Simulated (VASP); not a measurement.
Here is a VASP 6.6.1 calculation.

The input INCAR:

```
SYSTEM = InPd
ALGO = Normal
EDIFF = 1E-6
EDIFFG = -0.01
ENCUT = 600
GGA = PE
IBRION = 2
ISIF = 3
ISMEAR = -1
LASPH = .True.
LCHARG = .False.
LREAL = .False.
LWAVE = .False.
NELM = 80
NSW = 60
PREC = Accurate
PSTRESS = 300.0
SIGMA = 0.05
```

KPOINTS

```
k-points
0
Gamma
  8 8 8
  0 0 0
```

The input POSCAR:

```
InPd
1.0
    3.2718847800      0.0000000000      0.0000000000
    0.0000000000      3.2718847800      0.0000000000
    0.0000000000      0.0000000000      3.2718847800
In Pd
1 1
Direct
    0.0000000000      0.0000000000      0.0000000000
    0.5000000000      0.5000000000      0.5000000000
```

Potentials or basis: VASP PAW PBE potentials, release 64 (In_d, Pd).

Launch:

```sh
$ cat potpaw_PBE.64/In_d/POTCAR potpaw_PBE.64/Pd/POTCAR > POTCAR
$ mpirun -np 1 vasp_std > vasp.out
```

Question: Estimate the space group after relaxing (to 0.05 Å).

Answer: Pm-3m (No. 221).

Question: Estimate the relaxed volume.

Answer: 15.29 Å³/atom.

Question: Estimate the relaxed cell.

Answer: a = 3.127 Å, b = 3.127 Å, c = 3.127 Å, α = 90.00°, β = 90.00°, γ = 90.00°.

Final structure:
```xyz
2
Lattice="3.1271 0.0000 0.0000 0.0000 3.1271 0.0000 0.0000 0.0000 3.1271" Properties=species:S:1:pos:R:3 pbc="T T T"
In    0.0000    0.0000    0.0000
Pd    1.5635    1.5635    1.5635
```

Caveat: the cell is relaxed towards a set pressure, so the enthalpy falls and the energy may rise.
